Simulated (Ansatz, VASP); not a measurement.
**MnO2: VASP beside Ansatz**

```
Mn O
1.0
     2.85658    0.00000    0.00000
    -1.42829    2.47387    0.00000
     0.00000    0.00000    4.60137
Mn O
1 2
Direct
  0.00000 0.00000 0.50000
  0.33333 0.66667 0.70629
  0.66667 0.33333 0.29371
```

Change from the starting cell: strain_shear_xy = 0.

Alike in both runs: functional PBEsol; k mesh 11 × 11 × 6; occupations fermi-dirac, width 0.05 eV; collinear spin.

```csv
,VASP,Ansatz
version,VASP 6.6.1,Ansatz 0.2.0
potentials or method,"VASP PAW PBE potentials, release 64 (Mn_pv, O), cutoff 520 eV","all-electron LAPW, scalar-relativistic"
task,single point,band structure
```

VASP gave:

| Quantity | Value |
| --- | --- |
| gap on the k mesh at the Fermi level (eV) | 0.70 |
| least direct gap on the mesh (eV) | 0.75 |
| pressure (GPa) | -1.3 |
| traceless stress, the component that is largest in VASP (GPa) | 1.15 |
| rms of the force components (eV/Å) | 0.038 |
| net moment per atom (μB) | 1.00 |
| size of the moment on the site where the two differ most (μB) | 2.84 |

Q: What did Ansatz give for the same quantities?

A: gap on the k mesh at the Fermi level (eV): 0.75; least direct gap on the mesh (eV): 0.80; pressure (GPa): -2.1; traceless stress, the component that is largest in VASP (GPa): 1.58; rms of the force components (eV/Å): 0.076; net moment per atom (μB): 1.00; size of the moment on the site where the two differ most (μB): 2.72.

VASP's potentials were made for PBE, not for PBEsol. Site moments also hang on the region over which each program counts them. Atom by atom the forces differ by 0.038 eV/Å (rms over components). Ansatz ran all-electron here, and VASP with PAW potentials.
